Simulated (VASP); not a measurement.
# Pd (Im-3m) in VASP: a series of runs

The runs below take Pd through single point, with PBE.

Everything below comes from runs of VASP 6.6.1. Logs are shortened: lines on timing, memory, paths and dates and some standing lists are left out, and cuts for length are marked.

## Step 1: The cell of the first run

Symmetry: Im-3m, No. 229, cubic system. The conventional cell has a = 3.148 Å, b = 3.148 Å, c = 3.148 Å, α = 90.00°, β = 90.00°, γ = 90.00°. Within 3.6 Å of Pd (site symmetry m-3m) lie 14 Pd at 2.73 to 3.15 Å.

This isn't the form of Pd at room conditions, which is fcc.

## Step 2: Single point, PBE (15.59 Å³/atom)

File INCAR:

```
SYSTEM = Pd
ALGO = Normal
EDIFF = 1E-6
ENCUT = 500
GGA = PE
GGA_COMPAT = .FALSE.
ISIF = 2
ISMEAR = 0
LASPH = .TRUE.
LCHARG = .FALSE.
LREAL = .FALSE.
LWAVE = .FALSE.
NBANDS = 11
NELM = 120
PREC = Accurate
SIGMA = 0.05
```

File KPOINTS:

```
k-points
0
G
  18 18 18
  0 0 0
```

File POSCAR:

```
Pd
1.0
   -1.5737556146      1.5737556146      1.5737556146
    1.5737556146     -1.5737556146      1.5737556146
    1.5737556146      1.5737556146     -1.5737556146
Pd
1
Direct
    0.0000000000      0.0000000000      0.0000000000
```

Potentials or basis: VASP PAW PBE potentials, release 64 (Pd).

Command:

```bash
> cat potpaw_PBE.64/Pd/POTCAR > POTCAR
> mpirun -np 1 vasp_std > vasp.out
```

OUTCAR:

```text
SYSTEM = Pd
   EDIFF = 1E-6
   ENCUT = 500
   GGA = PE
   ISIF = 2
   ISMEAR = 0
   LASPH = .TRUE.
   LREAL = .FALSE.
   NELM = 120
   PREC = Accurate

 ion  position               nearest neighbor table
   1  0.000  0.000  0.000-

  LATTYP: Found a body centered cubic cell.
 ALAT       =     3.1475112292

  Lattice vectors:

 A1 = (  -1.5737556146,   1.5737556146,   1.5737556146)
 A2 = (   1.5737556146,  -1.5737556146,   1.5737556146)
 A3 = (   1.5737556146,   1.5737556146,  -1.5737556146)

Analysis of symmetry for initial positions (statically):
=====================================================================
 Subroutine PRICEL returns:
 Original cell was already a primitive cell.

 Routine SETGRP: Setting up the symmetry group for a
 body centered cubic supercell.

 Subroutine GETGRP returns: Found 48 space group operations
 (whereof 48 operations were pure point group operations)
 out of a pool of 48 trial point group operations.

The static configuration has the point symmetry O_h .

Analysis of symmetry for dynamics (positions and initial velocities):
=====================================================================
 Subroutine PRICEL returns:
 Original cell was already a primitive cell.

 Routine SETGRP: Setting up the symmetry group for a
 body centered cubic supercell.

 Subroutine GETGRP returns: Found 48 space group operations
 (whereof 48 operations were pure point group operations)
 out of a pool of 48 trial point group operations.

The dynamic configuration has the point symmetry O_h .

 Subroutine INISYM returns: Found 48 space group operations
 (whereof 48 operations are pure point group operations),
 and found     1 'primitive' translations

----------------------------------------------------------------------------------------

                                     Primitive cell

  volume of cell :      15.5909

  direct lattice vectors                    reciprocal lattice vectors
    -1.573755615  1.573755615  1.573755615     0.000000000  0.317711337  0.317711337
     1.573755615 -1.573755615  1.573755615     0.317711337  0.000000000  0.317711337
     1.573755615  1.573755615 -1.573755615     0.317711337  0.317711337  0.000000000

  length of vectors
     2.725824683  2.725824683  2.725824683     0.449311681  0.449311681  0.449311681

  position of ions in fractional coordinates (direct lattice)
[... 75 lines left out ...]
   ENCUT  =  500.0 eV  36.75 Ry    6.06 a.u.   4.97  4.97  4.97*2*pi/ulx,y,z
   NELM   =    120;   NELMIN=  2; NELMDL= -5     # of ELM steps
   EDIFF  = 0.1E-05   stopping-criterion for ELM
   LREAL  =      F    real-space projection
   EDIFFG = 0.1E-04   stopping-criterion for IOM
   NSW    =      0    number of steps for IOM
   IBRION =     -1    ionic relax: 0-MD 1-quasi-New 2-CG
   NFREE  =      0    steps in history (QN), initial steepest desc. (CG)
   ISIF   =      2    stress and relaxation
   ISYM   =      2    0-nonsym 1-usesym 2-fastsym
   POTIM  = 0.5000    time-step for ionic-motion
   TEBEG  =    0.0;   TEEND  =   0.0 temperature during run
   PSTRESS=    0.0 pullay stress
   NELECT =      10.0000    total number of electrons
   NUPDOWN=      -1.0000    fix difference up-down
   EMIN   =  10.00;   EMAX   =-10.00  energy-range for DOS
   EFERMI =   0.00;   METHOD = LEGACY
   ISMEAR =     0;   SIGMA  =   0.05  broadening in eV -4-tet -1-fermi 0-gaus
   EFERMI_NEDOS =   21; number of points for ismear=-14 and -15
   IALGO  =     38    algorithm
   IMIX   =      4    mixing-type and parameters
     AMIX     =   0.40;   BMIX     =  1.00
     AMIX_MAG =   1.60;   BMIX_MAG =  1.00
  volume/ion in A,a.u.               =      15.59       105.21
  Fermi-wavevector in a.u.,A,eV,Ry     =   1.411836  2.667983 27.120228  1.993280
  Thomas-Fermi vector in A             =   2.533646
   LORBIT       =      0    0 simple, 1 ext, 2 COOP (PROOUT), +10 PAW based schemes
   GGA     = PE    functional components
   LHFCALC =     F    Hartree Fock is set to
   AEXX    =    0.0000 exact exchange contribution
   IVDW    =     0    specifies the selected vdW correction
   LEPSILON=     F    determine dielectric tensor
   LRPA    =     F    only Hartree local field effects (RPA)
 non-spin polarized calculation
 Gauss-broadening in eV      SIGMA  =   0.05
  energy-cutoff  :      500.00
  volume of cell :       15.59
 maximum number of plane-waves:       410
   NGX =  9   NGY =  9   NGZ =  9

 number of electron      10.0000004 magnetization

 Free energy of the ion-electron system (eV)
  ---------------------------------------------------
  ext. energy  EPLUGINS =         0.00000000
  ---------------------------------------------------
  free energy    TOTEN  =        -5.17513827 eV

  energy without entropy =       -5.17318811  energy(sigma->0) =       -5.17416319

 E-fermi :   8.8775     XC(G=0): -12.8363

 val. band max:        8.8768187019   @ k =   0.5000   0.5000   0.4444
 cond. band min:       8.8796304707   @ k =  -0.3889   0.3889   0.1111
 fundamental gap:      0.0028117687
 Fermi energy:         8.8775355533

 k-point     1 :       0.0000    0.0000    0.0000
  band No.  band energies     occupation
      1       2.1654      2.00000
      2       6.1579      2.00000
      3       6.1579      2.00000
      4       6.1579      2.00000
      5       7.9932      2.00000
      6       7.9932      2.00000
      7      28.1415      0.00000
      8      28.1415      0.00000
      9      28.1415      0.00000
     10      36.1272      0.00000
     11      36.1298      0.00000
[... 309 lines left out ...]
 k-point    24 :       0.3889    0.1111   -0.0000
  band No.  band energies     occupation
      1       4.2555      2.00000
      2       5.1629      2.00000
      3       7.5913      2.00000
      4       7.8946      2.00000
      5       8.6478      2.00000
      6      11.2885      0.00000
      7      17.1301      0.00000
      8      23.3273      0.00000
      9      25.5890      0.00000
     10      32.2871      0.00000
     11      34.8495      0.00000

 [... further k-points ...]
[... 5 lines left out ...]
  --------------------------------------------------------------------------------------
  -------------------------------------------------------------------------------------
  Total       -0.1847262     -0.1847262     -0.1847262      0.0000000      0.0000000      0.0000000
  in kB      -18.9831022    -18.9831022    -18.9831022      0.0000000      0.0000000      0.0000000
  external PRESSURE =     -18.9831022 kB  Pullay stress =       0.0000000 kB

 VOLUME and BASIS-vectors are now :
 -----------------------------------------------------------------------------
  energy-cutoff  :      500.00
  volume of cell :       15.59
      direct lattice vectors                 reciprocal lattice vectors
    -1.573755615  1.573755615  1.573755615     0.000000000  0.317711337  0.317711337
     1.573755615 -1.573755615  1.573755615     0.317711337  0.000000000  0.317711337
     1.573755615  1.573755615 -1.573755615     0.317711337  0.317711337  0.000000000

 POSITION                                       TOTAL-FORCE (eV/Angst)
 -----------------------------------------------------------------------------------
      0.00000      0.00000      0.00000         0.000000      0.000000      0.000000
 -----------------------------------------------------------------------------------
    total drift:                                0.000000     -0.000000      0.000000

  FREE ENERGIE OF THE ION-ELECTRON SYSTEM (eV)
  ---------------------------------------------------
  free  energy   TOTEN  =        -5.1751382707 eV

  energy  without entropy=       -5.1731881143  energy(sigma->0) =       -5.17416319
```

OSZICAR:

```text
N       E                     dE             d eps       ncg     rms          rms(c)
DAV:   1     0.414478268886E+02    0.41448E+02   -0.49813E+03  4322   0.817E+02
DAV:   2    -0.486150080982E+01   -0.46309E+02   -0.44912E+02  4781   0.178E+02
DAV:   3    -0.542084513049E+01   -0.55934E+00   -0.55781E+00  5169   0.211E+01
DAV:   4    -0.542347982639E+01   -0.26347E-02   -0.26344E-02  5160   0.152E+00
DAV:   5    -0.542351107360E+01   -0.31247E-04   -0.31246E-04  5527   0.148E-01    0.652E+00
DAV:   6    -0.518553912078E+01    0.23797E+00   -0.10540E+00  5205   0.814E+00    0.319E+00
DAV:   7    -0.517804424368E+01    0.74949E-02   -0.70911E-03  5431   0.681E-01    0.174E+00
DAV:   8    -0.517513743380E+01    0.29068E-02   -0.96263E-04  5285   0.220E-01    0.536E-02
DAV:   9    -0.517513827069E+01   -0.83689E-06   -0.85632E-06  5487   0.256E-02
   1 F= -.51751383E+01 E0= -.51741632E+01  d E =-.195016E-02
```

stdout:

```text
POSCAR found type information on POSCAR Pd
 POSCAR found :  1 types and       1 ions
 scaLAPACK will be used
 LDA part: xc-table for (Slater+PW92), standard interpolation
 POSCAR, INCAR and KPOINTS ok, starting setup
 FFT: planning ... GRIDC
 FFT: planning ... GRID_SOFT
 FFT: planning ... GRID
 WAVECAR not read
 entering main loop
```

Run time: 20 s. Hardware: 1 thread of AMD EPYC 7R43 (Zen 3), shared host; peak memory 0.11 GiB.

What came out:

```
Free energy            : -5.1751 eV
Pressure               : -1.9 GPa
Band gap on the k mesh : zero (bands 5 and 6 overlap by 1.51 eV)
```

## Step 3: Single point, PBE (15.43 Å³/atom)

This run uses another cell than the first one, of 15.43 Å³/atom.

File INCAR:

```
SYSTEM = Pd
PREC = Accurate
ENCUT = 500
EDIFF = 1E-6
ISMEAR = 0
SIGMA = 0.05
LREAL = .False.
LASPH = .True.
NELM = 120
ALGO = Normal
ISIF = 2
LWAVE = .False.
LCHARG = .True.
GGA = PE
LELF = .True.
LVHAR = .True.
NBANDS = 11
GGA_COMPAT = .False.
```

File KPOINTS:

```
regular mesh
0
Gamma
  18 18 18
  0 0 0
```

File POSCAR:

```
Pd
1.0
   -1.5684718640      1.5684718640      1.5684718640
    1.5684718640     -1.5684718640      1.5684718640
    1.5684718640      1.5684718640     -1.5684718640
Pd
1
Direct
    0.0000000000      0.0000000000      0.0000000000
```

Potentials or basis: VASP PAW PBE potentials, release 64 (Pd).

Command:

```bash
> cat potpaw_PBE.64/Pd/POTCAR > POTCAR
> mpirun -np 1 vasp_std > vasp.out
```

OUTCAR:

```text
SYSTEM = Pd
   PREC = Accurate
   ENCUT = 500
   EDIFF = 1E-6
   ISMEAR = 0
   LREAL = .False.
   LASPH = .True.
   NELM = 120
   ISIF = 2
   GGA = PE

 ion  position               nearest neighbor table
   1  0.000  0.000  0.000-

  LATTYP: Found a body centered cubic cell.
 ALAT       =     3.1369437280

  Lattice vectors:

 A1 = (  -1.5684718640,   1.5684718640,   1.5684718640)
 A2 = (   1.5684718640,  -1.5684718640,   1.5684718640)
 A3 = (   1.5684718640,   1.5684718640,  -1.5684718640)

Analysis of symmetry for initial positions (statically):
=====================================================================
 Subroutine PRICEL returns:
 Original cell was already a primitive cell.

 Routine SETGRP: Setting up the symmetry group for a
 body centered cubic supercell.

 Subroutine GETGRP returns: Found 48 space group operations
 (whereof 48 operations were pure point group operations)
 out of a pool of 48 trial point group operations.

The static configuration has the point symmetry O_h .

Analysis of symmetry for dynamics (positions and initial velocities):
[... 159 lines left out ...]
 val. band max:        9.0383690591   @ k =   0.5000   0.5000   0.4444
 cond. band min:       9.0413825366   @ k =  -0.3889   0.3889   0.1111
 fundamental gap:      0.0030134774
 Fermi energy:         9.0390713286

 k-point     1 :       0.0000    0.0000    0.0000
  band No.  band energies     occupation
      1       2.2509      2.00000
      2       6.2751      2.00000
      3       6.2751      2.00000
      4       6.2751      2.00000
      5       8.1387      2.00000
      6       8.1387      2.00000
      7      28.3268      0.00000
      8      28.3268      0.00000
      9      28.3268      0.00000
     10      36.3224      0.00000
     11      36.4219      0.00000
[... 309 lines left out ...]
 k-point    24 :       0.3889    0.1111   -0.0000
  band No.  band energies     occupation
      1       4.3441      2.00000
      2       5.2633      2.00000
      3       7.7274      2.00000
      4       8.0392      2.00000
      5       8.8036      2.00000
      6      11.4597      0.00000
      7      17.3696      0.00000
      8      23.5445      0.00000
      9      25.8380      0.00000
     10      32.5756      0.00000
     11      35.1024      0.00000

 [... further k-points ...]
[... 5 lines left out ...]
  --------------------------------------------------------------------------------------
  -------------------------------------------------------------------------------------
  Total       -0.0259359     -0.0259359     -0.0259359      0.0000000     -0.0000000     -0.0000000
  in kB       -2.6922927     -2.6922927     -2.6922927      0.0000000     -0.0000000     -0.0000000
  external PRESSURE =      -2.6922927 kB  Pullay stress =       0.0000000 kB

 VOLUME and BASIS-vectors are now :
 -----------------------------------------------------------------------------
  energy-cutoff  :      500.00
  volume of cell :       15.43
      direct lattice vectors                 reciprocal lattice vectors
    -1.568471864  1.568471864  1.568471864     0.000000000  0.318781619  0.318781619
     1.568471864 -1.568471864  1.568471864     0.318781619  0.000000000  0.318781619
     1.568471864  1.568471864 -1.568471864     0.318781619  0.318781619  0.000000000

 POSITION                                       TOTAL-FORCE (eV/Angst)
 -----------------------------------------------------------------------------------
      0.00000      0.00000      0.00000        -0.000000     -0.000000      0.000000
 -----------------------------------------------------------------------------------
    total drift:                               -0.000000     -0.000000      0.000000

  FREE ENERGIE OF THE ION-ELECTRON SYSTEM (eV)
  ---------------------------------------------------
  free  energy   TOTEN  =        -5.1761604964 eV

  energy  without entropy=       -5.1742389616  energy(sigma->0) =       -5.17519973
```

stdout:

```text
POSCAR found type information on POSCAR Pd
 POSCAR found :  1 types and       1 ions
 scaLAPACK will be used
 LDA part: xc-table for (Slater+PW92), standard interpolation
 POSCAR, INCAR and KPOINTS ok, starting setup
 FFT: planning ... GRIDC
 FFT: planning ... GRID_SOFT
 FFT: planning ... GRID
 WAVECAR not read
 entering main loop
```

Wall time 24 s (1 thread of AMD EPYC 7R43 (Zen 3), shared host); peak memory 0.11 GiB.

Results:

```
Free energy            : -5.1762 eV
Pressure               : -0.3 GPa
Band gap on the k mesh : zero (bands 5 and 6 overlap by 1.54 eV)
```

## Step 4: Single point, PBE

This run uses another cell than the first one, of 15.43 Å³/atom.

File INCAR:

```
PREC     = Accurate       # precision mode
ENCUT    = 500            # plane-wave cutoff, eV
EDIFF    = 1E-6           # SCF threshold, eV
ISMEAR   = 0              # smearing method
SIGMA    = 0.05           # smearing width, eV
LREAL    = F              # projectors in reciprocal space
LASPH    = T              # aspherical terms in the spheres
NELM     = 120            # most SCF steps
ALGO     = Normal         # electronic algorithm
ISIF     = 2              # what is computed and relaxed
LWAVE    = F              # write WAVECAR
LCHARG   = T              # write CHGCAR
GGA      = PE             # functional
LELF     = T              # ELF
LVHAR    = T            
NBANDS   = 11             # bands
GGA_COMPAT= F
```

File KPOINTS:

```
Automatic mesh
0
Gamma
  18 18 18
```

POSCAR is that of step 3.

Command:

```bash
> cat potpaw_PBE.64/Pd/POTCAR > POTCAR
> mpirun -np 1 vasp_std > vasp.out
```

Run time: 24 s. Hardware: 1 thread of AMD EPYC 7R43 (Zen 3), shared host; peak memory 0.11 GiB.

The run converged. Its results:

| Quantity | Value |
| --- | --- |
| Free energy | -5.1762 eV |
| Pressure | -0.3 GPa |
| Band gap on the k mesh | zero (bands 5 and 6 overlap by 1.54 eV) |

Levels at points of the mesh, in eV from the Fermi level:
```
           k point  band 1  band 2  band 3  band 4  band 5  band 6  band 7  band 8  band 9  band 10
(0.00, 0.00, 0.00)   -6.79   -2.76   -2.76   -2.76   -0.90   -0.90   19.29   19.29   19.29    27.28
(0.50, 0.00, 0.00)   -4.96   -3.88   -0.97   -0.68    0.55    1.49    7.59   15.04   17.43    23.75
(0.50, 0.50, 0.50)   -4.89   -4.89    0.19    0.19    0.19    9.08    9.08    9.08   17.03    17.17
```
